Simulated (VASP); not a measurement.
A run of VASP 6.6.1:

The input INCAR:

```
ALGO = Fast
EDIFF = 1E-6
ENCUT = 520
GGA = PS
ISIF = 2
ISMEAR = 0
LASPH = T
LCHARG = F
LREAL = F
LWAVE = F
NBANDS = 10
NELM = 60
PREC = Accurate
SIGMA = 0.15
```

KPOINTS

```
k-points
0
Gamma
  16 16 10
```

POSCAR

```
LiMg
1.0
    1.6987488285     -2.4250192824      0.0000000000
    1.6987488285      2.4250192824      0.0000000000
    0.0000000000      0.0000000000      4.7417607070
Li Mg
1 1
Direct
    0.0000000000      0.0000000000      0.0000000000
    0.5000000000      0.5000000000      0.5000000000
```

Potentials or basis: VASP PAW PBE potentials, release 64 (Li_sv, Mg).

Run with:

```bash
$ cat potpaw_PBE.64/Li_sv/POTCAR potpaw_PBE.64/Mg/POTCAR > POTCAR
$ mpirun -np 1 vasp_std > vasp.out
```

Hardware: 1 thread of Intel(R) Xeon(R) 6975P-C (Granite Rapids), with other jobs on the host.

Problem. How long does it take, and how much memory?

Solution. Run time: 46 s on 1 thread of Intel(R) Xeon(R) 6975P-C (Granite Rapids), on a shared host, peak memory 0.29 GiB. Counts: scf iterations 12, k points 438.
